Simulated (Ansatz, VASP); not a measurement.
Two plane-wave programs on AlN

```xyz
2
Lattice="0.0000 2.0290 2.0112 2.0290 0.0000 2.0112 2.0290 2.0290 0.0000" Properties=species:S:1:pos:R:3 pbc="T T T"
Al    0.0000    0.0000    0.0000
N     2.0290    2.0290    2.0112
```

Change from the starting cell: epitaxial_xy strain +0.5%.

Alike in both runs: task single point; functional HSE06; k mesh 8 × 8 × 8; no spin polarisation.

|  | VASP | Ansatz |
| --- | --- | --- |
| version | VASP 6.6.1 | Ansatz 0.2.0 |
| potentials or method | VASP PAW PBE potentials, release 64 (Al, N) | plane waves, PAW |
| plane-wave cutoff (eV) | 520 | 420 |
| occupations | gaussian, width 0.01 eV | fixed |
| valence electrons in the cell | 8 | 8 |

VASP gave:

| Property | Result |
| --- | --- |
| gap on the k mesh at the Fermi level (eV) | 5.87 |
| pressure (GPa) | -3.1 |
| traceless stress, the component that is largest in VASP (GPa) | 1.63 |

Question: Which values does Ansatz return?

Answer: gap on the k mesh at the Fermi level (eV): 5.94; pressure (GPa): -3.2; traceless stress, the component that is largest in VASP (GPa): 1.64.

Ansatz's warnings: stress exchange threshold loose, stress scf threshold loose.
